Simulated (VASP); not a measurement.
Set up this calculation in VASP 6.6.1, as the native input.

```
Task                   : single point
Functional             : PBE
Potentials or basis    : VASP PAW PBE potentials, release 64 (Mg, H)
Cutoff                 : 520 eV
k mesh                 : 4 × 5 × 1
Occupations            : gaussian, width 0.1 eV
Spin                   : no spin polarisation
Dipole correction      : yes
Further INCAR settings : ALGO = Normal; EDIFF = 1e-06; NBANDS = 20
```

The structure of Mg4H lies in POSCAR:

```
Mg4H
1.0
    6.4201385733      0.0000000000      0.0000000000
    0.0000000000      5.1379129567      0.0000000000
    0.0000000000      0.0000000000     21.6644777330
Mg H
8 2
Direct
    0.0000000000      0.7500000000      0.1846340378
    0.5000000000      0.7500000000      0.1846340378
    0.2500000000      0.2500000000      0.2274076137
    0.7500000000      0.2500000000      0.2274076137
    0.2500000000      0.7500000000      0.3173234500
    0.7500000000      0.7500000000      0.3173234500
    0.0000000000      0.2500000000      0.3537808678
    0.5000000000      0.2500000000      0.3537808678
    0.6784283361      0.0833333333      0.4188643661
    0.8215716639      0.0833333333      0.4188643661
```

One way to write it, as run:

INCAR

```
  ALGO = Normal
  DIPOL = 0.5 0.5 0.300
  EDIFF = 1E-6
  ENCUT = 520
  GGA = PE
  IDIPOL = 3
  ISIF = 2
  ISMEAR = 0
  LASPH = True
  LCHARG = False
  LDIPOL = True
  LREAL = False
  LWAVE = False
  NBANDS = 20
  NELM = 60
  PREC = Accurate
  SIGMA = 0.1
```

KPOINTS

```
k-points
0
Gamma
  4 5 1
```

Potentials or basis: VASP PAW PBE potentials, release 64 (Mg, H).

Run with:

```bash
$ cat potpaw_PBE.64/Mg/POTCAR potpaw_PBE.64/H/POTCAR > POTCAR
$ mpirun -np 1 vasp_std > vasp.out
```

It gave:

```json
{
 "Largest force": "1.564 eV/Å",
 "Band gap on the k mesh": "zero (band 9 reaches -1.44 eV, above the bottom of band 10 at -2.00 eV)"
}
```

Wall time 2.9 min on 1 thread of Intel(R) Xeon(R) 6975P-C (Granite Rapids), on a shared host, peak memory 0.65 GiB.
